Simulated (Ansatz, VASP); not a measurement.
# One calculation of RuS, two programs

The input INCAR:

```
  ALGO = Normal
  EDIFF = 1E-6
  ENCUT = 520
  GGA = PS
  ISIF = 2
  ISMEAR = 0
  ISPIN = 2
  LASPH = T
  LCHARG = F
  LDAU = T
  LDAUJ = 0 0
  LDAUL = 2 -1
  LDAUPRINT = 1
  LDAUTYPE = 2
  LDAUU = 2 0
  LMAXMIX = 4
  LORBIT = 11
  LREAL = F
  LWAVE = F
  MAGMOM = 2 0
  NBANDS = 21
  NELM = 150
  NUPDOWN = 2.0
  PREC = Accurate
  SIGMA = 0.05
```

Contents of KPOINTS:

```
k-points
0
Gamma
  6 6 6
```

Contents of POSCAR:

```
RuS
1.0
    0.0000000000      2.7642955000      2.7642955000
    2.7642955000      0.0000000000      2.7642955000
    2.7642955000      2.7642955000      0.0000000000
Ru S
1 1
Direct
    0.0000000000      0.0000000000      0.0000000000
    0.2500000000      0.2500000000      0.2500000000
```

File input.yaml:

```yaml
crystal:
  lattice:
    - [0.0, 2.7642955, 2.7642955]
    - [2.7642955, 0.0, 2.7642955]
    - [2.7642955, 2.7642955, 0.0]
  atoms:
    - { symbol: Ru, position: [0.0, 0.0, 0.0], spin: 2.0 }
    - { symbol: S, position: [0.25, 0.25, 0.25] }
kpoints:
  mp_grid: { grid: [6, 6, 6] }
scf:
  occupations: { method: gaussian, width: 0.05 }
hamiltonian:
  xc: pbesol
  pseudopotentials: { kind: all_electron, lapw: { basis_error: 0.001 } }
  hubbard:
    sites: [{ species: Ru, l: d, u_eff: 2 }]
    double_counting: fll
    projectors: ortho-atomic
magnetization:
  spin_polarized: true
  initial_magnetization: 2.0
  spin_locking: { lock_magnetization: hard }
output:
  forces: true
  stress: true
  eigenvalues: true
  hubbard: {}
```

Alike in both runs: task single point; functional PBEsol; k mesh 6 × 6 × 6; occupations gaussian, width 0.05 eV; collinear spin; fixed moment 2 μB; Hubbard terms Ru d U = 2.0 eV.

|  | VASP | Ansatz |
| --- | --- | --- |
| version | VASP 6.6.1 | Ansatz 0.2.0 |
| potentials or method | VASP PAW PBE potentials, release 64 (Ru_pv, S), cutoff 520 eV | all-electron LAPW, scalar-relativistic |

```csv
,VASP,Ansatz,Ansatz less VASP
pressure (GPa),-12.1,-11.1,+1.00
size of the moment on the site where the two differ most (μB),1.69,1.66,-0.026
```

VASP's potentials were made for PBE, not for PBEsol. Site moments also hang on the region over which each program counts them. The programs project onto different local orbitals, so the same U acts differently, and such runs can settle in different states. Ansatz ran all-electron here, and VASP with PAW potentials.

Noted on Ansatz's run: the k mesh is thin for a metal, which can move the energy by tens of meV per atom; U is the effective U less J, on atomic orbitals that reach past the spheres.
